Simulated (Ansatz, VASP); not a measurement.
## Al3GaN4 in VASP and in Ansatz

```
CELL_PARAMETERS angstrom
5.03808 0.00000 0.00006
0.00000 3.12495 0.00000
-0.00329 0.00000 5.41039
ATOMIC_POSITIONS crystal
Al 0.50022 0.50000 0.16726
Al 0.00067 0.50000 0.83490
Al 0.00100 0.00000 0.33164
Ga 0.49949 0.00000 0.66620
N 0.11071 0.00000 0.66632
N 0.12268 0.50000 0.16713
N 0.62541 0.50000 0.84068
N 0.62341 0.00000 0.32586
```

Alike in both runs: functional r2SCAN; k mesh 6 × 8 × 4; occupations gaussian, width 0.02 eV; no spin polarisation.

Ansatz relaxed the structure, and its values are those at the end. VASP's run is a single point on that final structure, the one shown.

```csv
,VASP,Ansatz
version,VASP 6.6.1,Ansatz 0.2.0
potentials or method,"VASP PAW PBE potentials, release 64 (Al, Ga_d, N), cutoff 520 eV","scalar-relativistic, plane waves, PAW"
valence electrons in the cell,42,42
```

|  | VASP | Ansatz | Ansatz less VASP |
| --- | --- | --- | --- |
| gap on the k mesh at the Fermi level (eV) | 4.16 | 4.15 | -0.016 |
| least direct gap on the mesh (eV) | 4.16 | 4.15 | -0.016 |
| pressure (GPa) | 0.0 | 0.0 | 0.00 |
| rms of the force components (eV/Å) | 0.029 | 0.001 | -0.0273 |

VASP's potentials were made for PBE, not for r2SCAN.
